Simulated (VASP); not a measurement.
Here is a VASP 6.6.1 calculation.

The input INCAR:

```
  PREC = Accurate
  ENCUT = 600
  EDIFF = 1E-7
  ISMEAR = 0
  SIGMA = 0.02
  LREAL = F
  LASPH = T
  NELM = 60
  ALGO = Normal
  ISIF = 4
  LWAVE = F
  LCHARG = F
  GGA = PE
  IBRION = 2
  NSW = 50
  EDIFFG = -0.01
```

File KPOINTS:

```
regular mesh
0
Gamma
  8 8 4
```

Contents of POSCAR:

```
H
1.0
    1.8310155016     -2.9402359208      0.0000000000
    1.8310155016      2.9402359208      0.0000000000
    0.0000000000      0.0000000000      6.9984621416
H
4
Direct
    0.5530013786      0.4469986214      0.9689102578
    0.4469986214      0.5530013786      0.0310897422
    0.4469986214      0.5530013786      0.4689102578
    0.5530013786      0.4469986214      0.5310897422
```

Potentials or basis: VASP PAW PBE potentials, release 64 (H).

Run with:

```sh
$ cat potpaw_PBE.64/H/POTCAR > POTCAR
$ mpirun -np 1 vasp_std > vasp.out
```

(1) Estimate the band gap on the k mesh.

Results:

(1) 8.93 eV (least direct gap 9.07 eV).
